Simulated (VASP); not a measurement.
# Si3As2 (P-3m1) in VASP: notebook, part 2 of 2

VASP 6.6.1. The steps go on from the part before.

### Step 4. Relaxation of cell and atoms, PBE

INCAR

```
PREC = Accurate
ENCUT = 600
EDIFF = 1E-7
ISMEAR = 0
SIGMA = 0.1
LREAL = F
LASPH = T
NELM = 100
ALGO = Normal
ISIF = 3
LWAVE = F
LCHARG = F
GGA = PE
IBRION = 2
NSW = 90
EDIFFG = -0.04
```

KPOINTS

```
regular mesh
0
Gamma
  6 6 4
```

POSCAR

```
Si3As2
1.0
    4.2948898040      0.0000000000      0.0000000000
   -2.1474449020      3.7194836767      0.0000000000
    0.0000000000      0.0000000000      5.1856833631
Si As
3 2
Direct
    0.0000000000      0.0000000000      0.0000000000
    0.3333333333      0.6666666667      0.6250000000
    0.6666666667      0.3333333333      0.3750000000
    0.3333333333      0.6666666667      0.1380000000
    0.6666666667      0.3333333333      0.8620000000
```

Launch:

```console
$ cat potpaw_PBE.64/Si/POTCAR potpaw_PBE.64/As/POTCAR > POTCAR
$ mpirun -np 1 vasp_std > vasp.out
```

Run time: 4.3 min. Hardware: 1 thread of AMD EPYC 9R45 (Zen 5), shared host; peak memory 0.21 GiB.

Results (log left out):

| Item | Value |
| --- | --- |
| Free energy | -22.8682 eV |
| Relaxed volume | 19.47 Å³/atom |
| Relaxed cell | a = 4.283 Å, b = 4.283 Å, c = 6.130 Å, α = 90.00°, β = 90.00°, γ = 120.00° |
| Space group after relaxing (to 0.1 Å) | P-3m1 (No. 164) |
| Energy gained by relaxing | 244.6 meV/atom |
| Ionic steps | 19 |
| Pressure after relaxing | 0.0 GPa |
| Largest force after relaxing | 0.025 eV/Å |
| Band gap on the k mesh | zero (bands 11 and 12 overlap by 2.03 eV) |

Forces on the atoms (eV/Å):
```
Si   0.000  0.000  0.000
Si   0.000  0.000  0.025
Si   0.000  0.000 -0.025
As   0.000  0.000  0.012
As   0.000  0.000 -0.012
```

Stress tensor (GPa, compression positive):
```
 0.17  0.00  0.00
 0.00  0.17  0.00
 0.00  0.00 -0.32
```

The path:
```tsv
step	energy change (eV)	largest force (eV/Å)	pressure (GPa)	volume (Å³)
1	0.0000	1.0389	13.20	82.84
2	-0.5470	0.9046	-2.80	100.30
3	-0.5662	0.9089	-0.86	97.07
4	-0.6636	0.9965	-0.70	96.86
5	-0.8713	0.6490	1.20	96.22
6	-0.9068	0.7268	1.18	96.41
7	-0.9784	1.0008	1.26	96.93
8	-0.9498	1.5845	2.11	97.85
9	-0.9903	1.2441	1.54	97.31
10	-1.1158	0.8340	0.33	98.30
11	-1.1966	0.3533	-0.95	99.81
12	-1.1995	0.2787	-1.08	100.05
13	-1.2005	0.2160	-1.19	100.25
14	-1.2096	0.1952	-0.76	99.33
15	-1.2194	0.1454	0.34	97.19
16	-1.2194	0.1419	0.43	97.02
17	-1.2221	0.0831	0.23	97.19
18	-1.2231	0.0216	-0.02	97.39
19	-1.2231	0.0252	0.00	97.37
```

Final structure:
```
Si As
1.0
     4.28287    0.00000    0.00000
    -2.14144    3.70908    0.00000
     0.00000    0.00000    6.12959
Si As
3 2
Direct
  0.00000 0.00000 0.00000
  0.33333 0.66667 0.61768
  0.66667 0.33333 0.38232
  0.33333 0.66667 0.20746
  0.66667 0.33333 0.79254
```

Levels at points of the mesh, in eV from the Fermi level:
```tsv
k point	band 8	band 9	band 10	band 11	band 12	band 13	band 14	band 15
(0.00, 0.00, 0.00)	-2.44	-2.44	-1.73	-0.30	-0.05	-0.05	0.98	0.98
(0.50, 0.00, 0.00)	-3.52	-2.39	-1.24	-0.78	-0.54	3.06	3.09	3.72
(0.00, 0.00, 0.50)	-2.50	-2.50	-1.84	-1.36	-1.22	-1.22	0.88	0.88
(0.50, 0.00, 0.50)	-3.51	-2.89	-2.52	-0.90	0.41	2.33	2.87	3.09
```

Caveat: the volume moved by over 15 % at a fixed basis, so the end points are rough.

### Step 5. Single point, PBE

This run uses another cell than the first one, of 18.87 Å³/atom.

INCAR

```
SYSTEM = Si3As2
PREC = Accurate
ENCUT = 520
EDIFF = 1E-6
ISMEAR = 0
SIGMA = 0.1
LREAL = .False.
LASPH = .True.
NELM = 60
ALGO = Normal
ISIF = 2
LWAVE = .False.
LCHARG = .True.
GGA = PE
LELF = .True.
LVHAR = .True.
NBANDS = 19
```

KPOINTS

```
Automatic mesh
0
Gamma
  12 12 8
  0 0 0
```

POSCAR

```
Si3As2
1.0
    4.5182680013      0.0000000000      0.0000000000
   -2.2591340006      3.9129348702      0.0000000000
    0.0000000000      0.0000000000      5.3369651174
Si As
3 2
Direct
    0.0000000000      0.0000000000      0.0000000000
    0.3333333333      0.6666666667      0.7768174103
    0.6666666667      0.3333333333      0.2231825897
    0.3333333333      0.6666666667      0.2563437829
    0.6666666667      0.3333333333      0.7436562171
```

Launch:

```console
$ cat potpaw_PBE.64/Si/POTCAR potpaw_PBE.64/As/POTCAR > POTCAR
$ mpirun -np 1 vasp_std > vasp.out
```

It took 2 min on 1 thread of AMD EPYC 9R45 (Zen 5), shared host; peak memory 0.32 GiB.

It converged, with:

* Free energy: -23.4703 eV
* Pressure: 0.1 GPa
* Largest force: 0.013 eV/Å
* Band gap on the k mesh: zero (bands 11 and 12 overlap by 3.64 eV)

Forces on the atoms (eV/Å):
```
Si   0.000  0.000  0.000
Si   0.000  0.000 -0.008
Si   0.000  0.000  0.008
As   0.000  0.000  0.013
As   0.000  0.000 -0.013
```

Levels at points of the mesh, in eV from the Fermi level:
```tsv
k point	band 9	band 10	band 11	band 12	band 13	band 14
(0.00, 0.00, 0.00)	-3.11	-1.85	-1.60	-1.37	-1.37	1.67
(0.50, 0.00, 0.00)	-2.61	-1.46	0.31	1.01	2.04	2.92
(0.00, 0.00, 0.50)	-3.24	-2.39	-2.39	-1.91	-1.48	0.60
(0.50, 0.00, 0.50)	-0.77	-0.73	0.47	1.27	2.50	2.61
```

### Step 6. Relaxation of cell and atoms, PBE

This run uses another cell than the first one, of 19.00 Å³/atom.

INCAR

```
PREC     = Accurate       # precision mode
ENCUT    = 600            # plane-wave cutoff, eV
EDIFF    = 1E-7           # SCF threshold, eV
ISMEAR   = 0              # smearing method
SIGMA    = 0.1            # smearing width, eV
LREAL    = F              # projectors in reciprocal space
LASPH    = T              # aspherical terms in the spheres
NELM     = 100            # most SCF steps
ALGO     = Normal         # electronic algorithm
ISIF     = 3              # what is computed and relaxed
LWAVE    = F              # write WAVECAR
LCHARG   = F              # write CHGCAR
GGA      = PE             # functional
IBRION   = 2              # ionic algorithm
NSW      = 100            # ionic steps
EDIFFG   = -0.01          # ionic threshold
```

KPOINTS

```
regular mesh
0
Gamma
  12 12 8
```

POSCAR

```
Si3As2
1.0
    4.5287715518      0.0000000000      0.0000000000
   -2.2643857759      3.9220312118      0.0000000000
    0.0000000000      0.0000000000      5.3477986076
Si As
3 2
Direct
    0.0000000000      0.0000000000      0.0000000000
    0.3333333333      0.6666666667      0.7762909041
    0.6666666667      0.3333333333      0.2237090959
    0.3333333333      0.6666666667      0.2552858417
    0.6666666667      0.3333333333      0.7447141583
```

Potentials or basis: VASP PAW PBE potentials, release 64 (Si, As).

Launch:

```console
$ cat potpaw_PBE.64/Si/POTCAR potpaw_PBE.64/As/POTCAR > POTCAR
$ mpirun -np 1 vasp_std > vasp.out
```

Wall time 5.7 min (1 thread of AMD EPYC 9R45 (Zen 5), shared host); peak memory 0.37 GiB.

Results (log left out):

| Quantity | Value |
| --- | --- |
| Free energy | -23.4706 eV |
| Relaxed volume | 18.90 Å³/atom |
| Relaxed cell | a = 4.520 Å, b = 4.520 Å, c = 5.341 Å, α = 90.00°, β = 90.00°, γ = 120.00° |
| Space group after relaxing (to 0.1 Å) | P-3m1 (No. 164) |
| Energy gained by relaxing | 0.1 meV/atom |
| Ionic steps | 5 |
| Pressure after relaxing | 0.0 GPa |
| Largest force after relaxing | 0.007 eV/Å |
| Band gap on the k mesh | zero (bands 11 and 12 overlap by 3.62 eV) |

Forces on the atoms (eV/Å):
```
Si   0.000  0.000  0.000
Si   0.000  0.000  0.007
Si   0.000  0.000 -0.007
As   0.000  0.000 -0.001
As   0.000  0.000  0.001
```

Stress tensor (GPa, compression positive):
```
 0.02  0.00  0.00
 0.00  0.02  0.00
 0.00  0.00 -0.06
```

Step by step:
```tsv
step	energy change (eV)	largest force (eV/Å)	pressure (GPa)	volume (Å³)
1	0.0000	0.0188	-0.30	94.99
2	-0.0004	0.0294	0.06	94.49
3	-0.0005	0.0280	0.01	94.56
4	-0.0005	0.0192	0.01	94.54
5	-0.0006	0.0073	-0.01	94.50
```

Final structure:
```
Si As
1.0
     4.52023    0.00000    0.00000
    -2.26011    3.91463    0.00000
     0.00000    0.00000    5.34050
Si As
3 2
Direct
  0.00000 0.00000 0.00000
  0.33333 0.66667 0.77624
  0.66667 0.33333 0.22376
  0.33333 0.66667 0.25629
  0.66667 0.33333 0.74371
```

Levels at points of the mesh, in eV from the Fermi level:
| k point | band 7 | band 8 | band 9 | band 10 | band 11 | band 12 | band 13 | band 14 | band 15 |
| --- | --- | --- | --- | --- | --- | --- | --- | --- | --- |
| (0.00, 0.00, 0.00) | -3.78 | -3.10 | -3.10 | -1.86 | -1.60 | -1.37 | -1.37 | 1.66 | 1.85 |
| (0.50, 0.00, 0.00) | -5.51 | -3.98 | -2.61 | -1.46 | 0.31 | 1.01 | 2.04 | 2.93 | 3.90 |
| (0.00, 0.00, 0.50) | -3.60 | -3.24 | -3.24 | -2.39 | -2.39 | -1.91 | -1.47 | 0.60 | 0.60 |
| (0.50, 0.00, 0.50) | -4.00 | -3.26 | -0.77 | -0.73 | 0.47 | 1.27 | 2.50 | 2.61 | 2.79 |

### Step 7. The runs side by side

| task | cell | k mesh | cutoff (eV) | gap on the mesh (eV) | pressure (GPa) | relaxed volume (Å³/atom) | largest force (eV/Å) |
| --- | --- | --- | --- | --- | --- | --- | --- |
| single point | a = 4.295, b = 4.295, c = 5.186 Å, angles 90.0, 90.0, 120.0°, 5 atoms, atomic positions A | 6 × 6 × 4 | 520 | none | 13.2 | - | 1.04 |
| single point | a = 4.529, b = 4.529, c = 5.348 Å, angles 90.0, 90.0, 120.0°, 5 atoms, atomic positions B | 6 × 6 × 4 | 520 | none | 0.0 | - | 0.01 |
| relaxation of cell and atoms | relaxed from a = 4.295, b = 4.295, c = 5.186 Å, angles 90.0, 90.0, 120.0°, 5 atoms, atomic positions A | 6 × 6 × 4 | 600 | none | 0.0 | 19.47 | 0.03 |
| single point | a = 4.518, b = 4.518, c = 5.337 Å, angles 90.0, 90.0, 120.0°, 5 atoms, atomic positions C | 12 × 12 × 8 | 520 | none | 0.1 | - | 0.01 |
| relaxation of cell and atoms | relaxed from a = 4.529, b = 4.529, c = 5.348 Å, angles 90.0, 90.0, 120.0°, 5 atoms, atomic positions B | 12 × 12 × 8 | 600 | none | 0.0 | 18.90 | 0.01 |

Alike in all rows: level PBE; potentials or basis VASP PAW PBE potentials, release 64 (Si, As); no spin polarisation; smearing gaussian 0.1 eV.

Caveats: the cell stands under pressure (at least some runs); forces of over 1 eV/Å act on the atoms, so gaps and moduli don't describe the material at rest (at least some runs); the volume moved by over 15 % at a fixed basis, so the end points are rough (at least some runs).

Total energies depend on the potentials used, so only differences within one code and one set of settings carry meaning.
